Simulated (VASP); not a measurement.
# Al (I4/mmm) in VASP: notebook

The runs below take Al through single point, with PBEsol.

Program: VASP 6.6.1. These are calculated values, not measurements. Logs are shortened: lines on timing, memory, paths and dates and some standing lists are left out, and cuts for length are marked.

## (1) The cell of the first run

It takes space group I4/mmm (No. 139, tetragonal). Conventional cell: a = 3.278 Å, b = 3.278 Å, c = 3.182 Å, α = 90.00°, β = 90.00°, γ = 90.00°. Within 3.7 Å of Al (site symmetry 4/mmm) lie 14 Al at 2.81 to 3.28 Å.

## (2) Single point, PBEsol (strain +0.030 along x and y, +0.000 along z)

INCAR reads:

```
SYSTEM = Al
PREC = Accurate
ENCUT = 520
EDIFF = 1E-7
ISMEAR = 0
SIGMA = 0.15
LREAL = .False.
LASPH = .True.
NELM = 80
ALGO = Normal
ISIF = 2
LWAVE = .False.
LCHARG = .False.
GGA = PS
NBANDS = 8
```

KPOINTS reads:

```
Automatic mesh
0
Gamma
  20 20 20
  0 0 0
```

POSCAR reads:

```
Al
1.0
   -1.6389552507      1.6389552507      1.5912186900
    1.6389552507     -1.6389552507      1.5912186900
    1.6389552507      1.6389552507     -1.5912186900
Al
1
Direct
    0.0000000000      0.0000000000      0.0000000000
```

Potentials or basis: VASP PAW PBE potentials, release 64 (Al).

The run is started by

```sh
cat potpaw_PBE.64/Al/POTCAR > POTCAR
mpirun -np 1 vasp_std > vasp.out
```

OUTCAR:

```text
SYSTEM = Al
   PREC = Accurate
   ENCUT = 520
   EDIFF = 1E-7
   ISMEAR = 0
   LREAL = .False.
   LASPH = .True.
   NELM = 80
   ISIF = 2
   GGA = PS

 ion  position               nearest neighbor table
   1  0.000  0.000  0.000-

  LATTYP: Found a body centered tetragonal cell.
 ALAT       =     3.2779105014
 C/A-ratio  =     0.9708737864

  Lattice vectors:

 A1 = (  -1.6389552507,   1.6389552507,   1.5912186900)
 A2 = (   1.6389552507,  -1.6389552507,   1.5912186900)
 A3 = (   1.6389552507,   1.6389552507,  -1.5912186900)

Analysis of symmetry for initial positions (statically):
=====================================================================
 Subroutine PRICEL returns:
 Original cell was already a primitive cell.

 Routine SETGRP: Setting up the symmetry group for a
 body centered tetragonal supercell.

 Subroutine GETGRP returns: Found 16 space group operations
 (whereof 16 operations were pure point group operations)
 out of a pool of 16 trial point group operations.

The static configuration has the point symmetry D_4h.

Analysis of symmetry for dynamics (positions and initial velocities):
=====================================================================
 Subroutine PRICEL returns:
 Original cell was already a primitive cell.

 Routine SETGRP: Setting up the symmetry group for a
 body centered tetragonal supercell.

 Subroutine GETGRP returns: Found 16 space group operations
 (whereof 16 operations were pure point group operations)
 out of a pool of 16 trial point group operations.

The dynamic configuration has the point symmetry D_4h.

 Subroutine INISYM returns: Found 16 space group operations
 (whereof 16 operations are pure point group operations),
 and found     1 'primitive' translations

----------------------------------------------------------------------------------------

                                     Primitive cell

  volume of cell :      17.0972

  direct lattice vectors                    reciprocal lattice vectors
    -1.638955251  1.638955251  1.591218690     0.000000000  0.305072393  0.314224565
     1.638955251 -1.638955251  1.591218690     0.305072393  0.000000000  0.314224565
     1.638955251  1.638955251 -1.591218690     0.305072393  0.305072393  0.000000000

  length of vectors
     2.811463239  2.811463239  2.811463239     0.437956895  0.437956895  0.431437515

  position of ions in fractional coordinates (direct lattice)
     0.000000000  0.000000000  0.000000000

  ion indices of the primitive-cell ions
   primitive index   ion index
                 1           1

----------------------------------------------------------------------------------------

 KPOINTS: Automatic mesh

Automatic generation of k-mesh.
 Grid dimensions read from file:
 generate k-points for:   20   20   20

 Generating k-lattice:

  Cartesian coordinates                     Fractional coordinates (reciprocal lattice)
     0.000000000  0.015253620  0.015711228     0.050000000  0.000000000 -0.000000000
     0.015253620  0.000000000  0.015711228     0.000000000  0.050000000 -0.000000000
     0.015253620  0.015253620  0.000000000     0.000000000  0.000000000  0.050000000

  Length of vectors
     0.021897845  0.021897845  0.021571876

  Shift w.r.t. Gamma in fractional coordinates (k-lattice)
     0.000000000  0.000000000  0.000000000

 Subroutine IBZKPT returns following result:
 ===========================================

 Found    641 irreducible k-points:

 Following reciprocal coordinates:
            Coordinates               Weight
  0.000000  0.000000  0.000000      1.000000
  0.050000  0.000000 -0.000000      8.000000
  0.100000  0.000000 -0.000000      8.000000
  0.150000 -0.000000  0.000000      8.000000
  0.200000  0.000000 -0.000000      8.000000
  0.250000  0.000000  0.000000      8.000000
[... 16 lines left out ...]
 -0.400000  0.050000  0.000000     16.000000
 -0.350000  0.050000  0.000000     16.000000
 [... further k-points ...]
   k-points           NKPTS =    641   k-points in BZ     NKDIM =    641   number of bands    NBANDS=      8
   number of dos      NEDOS =    301   number of ions     NIONS =      1
   total plane-waves  NPLWV =  13824
   dimension x,y,z NGX =    24 NGY =   24 NGZ =   24
   dimension x,y,z NGXF=    48 NGYF=   48 NGZF=   48
   ions per type =               1
   NGX,Y,Z   is equivalent  to a cutoff of  14.19, 14.19, 14.19 a.u.
   NGXF,Y,Z  is equivalent  to a cutoff of  28.38, 28.38, 28.38 a.u.
 SYSTEM =  Al
   PREC   = accura    normal or accurate (medium, high low for compatibility)
   ISTART =      0    job   : 0-new  1-cont  2-samecut
   ICHARG =      2    charge: 1-file 2-atom 10-const
   ISPIN  =      1    spin polarized calculation?
   LNONCOLLINEAR =      F non collinear calculations
   LSORBIT =      F    spin-orbit coupling
   LASPH  =      T    aspherical Exc in radial PAW
   ENCUT  =  520.0 eV  38.22 Ry    6.18 a.u.   5.23  5.23  5.23*2*pi/ulx,y,z
   NELM   =     80;   NELMIN=  2; NELMDL= -5     # of ELM steps
   EDIFF  = 0.1E-06   stopping-criterion for ELM
   LREAL  =      F    real-space projection
   EDIFFG = 0.1E-05   stopping-criterion for IOM
   NSW    =      0    number of steps for IOM
   IBRION =     -1    ionic relax: 0-MD 1-quasi-New 2-CG
   NFREE  =      0    steps in history (QN), initial steepest desc. (CG)
   ISIF   =      2    stress and relaxation
   ISYM   =      2    0-nonsym 1-usesym 2-fastsym
   POTIM  = 0.5000    time-step for ionic-motion
   TEBEG  =    0.0;   TEEND  =   0.0 temperature during run
   PSTRESS=    0.0 pullay stress
   NELECT =       3.0000    total number of electrons
   NUPDOWN=      -1.0000    fix difference up-down
   EMIN   =  10.00;   EMAX   =-10.00  energy-range for DOS
   EFERMI =   0.00;   METHOD = LEGACY
   ISMEAR =     0;   SIGMA  =   0.15  broadening in eV -4-tet -1-fermi 0-gaus
   EFERMI_NEDOS =   21; number of points for ismear=-14 and -15
   IALGO  =     38    algorithm
   IMIX   =      4    mixing-type and parameters
     AMIX     =   0.40;   BMIX     =  1.00
     AMIX_MAG =   1.60;   BMIX_MAG =  1.00
  volume/ion in A,a.u.               =      17.10       115.38
  Fermi-wavevector in a.u.,A,eV,Ry     =   0.916517  1.731966 11.428942  0.840004
  Thomas-Fermi vector in A             =   2.041382
   LORBIT       =      0    0 simple, 1 ext, 2 COOP (PROOUT), +10 PAW based schemes
   GGA     = PS    functional components
   LHFCALC =     F    Hartree Fock is set to
   AEXX    =    0.0000 exact exchange contribution
   IVDW    =     0    specifies the selected vdW correction
   LEPSILON=     F    determine dielectric tensor
   LRPA    =     F    only Hartree local field effects (RPA)
 non-spin polarized calculation
 Gauss-broadening in eV      SIGMA  =   0.15
  energy-cutoff  :      520.00
  volume of cell :       17.10
 maximum number of plane-waves:       482
 NGX is ok and might be reduce to    24
   NGX = 11   NGY = 11   NGZ = 11

 number of electron       3.0000000 magnetization

 Free energy of the ion-electron system (eV)
  ---------------------------------------------------
  ext. energy  EPLUGINS =         0.00000000
  ---------------------------------------------------
  free energy    TOTEN  =        -3.99330774 eV

  energy without entropy =       -3.98831762  energy(sigma->0) =       -3.99081268

 E-fermi :   7.5776     XC(G=0): -10.1315

 val. band max:        7.5748146315   @ k =  -0.3500  -0.4000   0.0500
 cond. band min:       7.5888525591   @ k =   0.4500   0.2500   0.1000
 fundamental gap:      0.0140379276
 Fermi energy:         7.5775692603

 k-point     1 :       0.0000    0.0000    0.0000
  band No.  band energies     occupation
      1      -3.2975      2.00000
      2      20.1731      0.00000
      3      20.8531      0.00000
      4      20.8531      0.00000
      5      21.6175      0.00000
      6      21.6175      0.00000
      7      21.9585      0.00000
      8      23.1807      0.00000

 k-point     2 :       0.0500    0.0000   -0.0000
  band No.  band energies     occupation
      1      -3.2265      2.00000
      2      19.6671      0.00000
      3      19.8104      0.00000
      4      20.3811      0.00000
      5      21.3864      0.00000
      6      22.2875      0.00000
      7      22.4025      0.00000
      8      23.0250      0.00000

 k-point     3 :       0.1000    0.0000   -0.0000
  band No.  band energies     occupation
      1      -3.0137      2.00000
      2      17.9751      0.00000
      3      18.8072      0.00000
      4      19.6213      0.00000
      5      20.6597      0.00000
      6      22.0406      0.00000
      7      23.1076      0.00000
      8      23.6651      0.00000

 k-point     4 :       0.1500   -0.0000    0.0000
  band No.  band energies     occupation
      1      -2.6597      2.00000
      2      15.9452      0.00000
      3      17.9875      0.00000
      4      18.7864      0.00000
      5      19.8908      0.00000
      6      21.3252      0.00000
      7      23.6749      0.00000
      8      24.0736      0.00000

 k-point     5 :       0.2000    0.0000   -0.0000
  band No.  band energies     occupation
      1      -2.1656      2.00000
      2      13.9106      0.00000
      3      17.2662      0.00000
      4      17.9878      0.00000
      5      19.1745      0.00000
      6      20.6598      0.00000
      7      24.2299      0.00000
      8      24.5796      0.00000
[... 177 lines left out ...]
 k-point    22 :      -0.4500    0.0500    0.0000
  band No.  band energies     occupation
      1       1.7775      2.00000
      2       5.9152      2.00000
      3      14.3699      0.00000
      4      15.7219      0.00000
      5      17.6935      0.00000
      6      19.4491      0.00000
      7      27.1686      0.00000
      8      28.3364      0.00000

 k-point    23 :      -0.4000    0.0500    0.0000
  band No.  band energies     occupation
      1       0.6793      2.00000
      2       7.5158      1.43975
      3      14.5836      0.00000
      4      16.0037      0.00000
      5      17.9162      0.00000
      6      19.7118      0.00000
      7      26.3041      0.00000
      8      27.6383      0.00000

 k-point    24 :      -0.3500    0.0500    0.0000
  band No.  band energies     occupation
      1      -0.2894      2.00000
      2       9.2339      0.00000
      3      14.9205      0.00000
      4      16.4062      0.00000
      5      18.2602      0.00000
      6      20.0798      0.00000
      7      25.4474      0.00000
      8      26.8546      0.00000

 [... further k-points ...]

------------------------ aborting loop because EDIFF is reached ----------------------------------------

  FORCE on cell =-STRESS in cart. coord.  units (eV):
  Direction    XX          YY          ZZ          XY          YZ          ZX
  --------------------------------------------------------------------------------------
  -------------------------------------------------------------------------------------
  Total       -0.1906001     -0.1906001     -0.2903993      0.0000000     -0.0000000      0.0000000
  in kB      -17.8611633    -17.8611633    -27.2133562      0.0000000     -0.0000000      0.0000000
  external PRESSURE =     -20.9785609 kB  Pullay stress =       0.0000000 kB

 VOLUME and BASIS-vectors are now :
 -----------------------------------------------------------------------------
  energy-cutoff  :      520.00
  volume of cell :       17.10
      direct lattice vectors                 reciprocal lattice vectors
    -1.638955251  1.638955251  1.591218690     0.000000000  0.305072393  0.314224565
     1.638955251 -1.638955251  1.591218690     0.305072393  0.000000000  0.314224565
     1.638955251  1.638955251 -1.591218690     0.305072393  0.305072393  0.000000000

 POSITION                                       TOTAL-FORCE (eV/Angst)
 -----------------------------------------------------------------------------------
      0.00000      0.00000      0.00000         0.000000      0.000000      0.000000
 -----------------------------------------------------------------------------------
    total drift:                                0.000000      0.000000      0.000000

  FREE ENERGIE OF THE ION-ELECTRON SYSTEM (eV)
  ---------------------------------------------------
  free  energy   TOTEN  =        -3.9933077389 eV

  energy  without entropy=       -3.9883176164  energy(sigma->0) =       -3.99081268
```

It took 1.8 min on 1 thread of Intel Xeon 8259CL, shared host; peak memory 0.19 GiB.

Results:

```yaml
Free_energy: -3.9933 eV
Pressure: -2.1 GPa
Band_gap_on_the_k_mesh: zero (an odd number of electrons rules out a gap without spin polarisation)
```

Caveat: the cell differs from its parent crystal (strain +0.030 along x and y, +0.000 along z); the PAW data sets were made with another functional, which shifts forces and pressure a little.

[end of part 1 of 2]
